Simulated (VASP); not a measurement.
Input of a VASP 6.6.1 run:

File POSCAR:

```
AlN
1.0
   -0.0770983581      2.1951731109      2.1951731109
    2.1951731109     -0.0770983581      2.1951731109
    2.1951731109      2.1951731109     -0.0770983581
Al N
1 1
Direct
   -0.0019950247     -0.0019950247     -0.0019950247
    0.2519950247      0.2519950247      0.2519950247
```

INCAR.step1

```
  ALGO = Normal
  EDIFF = 1E-4
  ENCUT = 520
  GGA = PE
  ISMEAR = 0
  LASPH = T
  LCHARG = F
  LREAL = F
  LWAVE = T
  NBANDS = 11
  NELM = 100
  PREC = Accurate
  SIGMA = 0.01
```

Contents of INCAR.step2:

```
  ALGO = Normal
  EDIFF = 1E-6
  ENCUT = 520
  ISIF = 2
  ISMEAR = 0
  ISTART = 1
  LASPH = T
  LCHARG = F
  LMIXTAU = T
  LREAL = F
  LWAVE = F
  METAGGA = R2SCAN
  NBANDS = 11
  NELM = 100
  PREC = Accurate
  SIGMA = 0.01
```

File KPOINTS:

```
k-points
0
Gamma
  10 10 10
```

Potentials or basis: VASP PAW PBE potentials, release 64 (Al, N).

Run with:

```console
$ cat potpaw_PBE.64/Al/POTCAR potpaw_PBE.64/N/POTCAR > POTCAR
$ cp INCAR.step1 INCAR
$ mpirun -np 1 vasp_std > vasp.out
$ cp INCAR.step2 INCAR
$ mpirun -np 1 vasp_std > vasp.out
```

Problem. What does it give for the largest force?

Solution. 0.004 eV/Å.

Problem. Predict the band gap on the k mesh.

Solution. 3.59 eV, indirect (least direct gap 3.96 eV).

Stress tensor (GPa, compression positive):
```
-12.35   6.04   6.04
  6.04 -12.35   6.04
  6.04   6.04 -12.35
```

Caveat: the cell differs from its parent crystal (epitaxial 111 strain +4.0%); the PAW data sets were made with another functional, which shifts forces and pressure a little. A k mesh can miss the band edges.
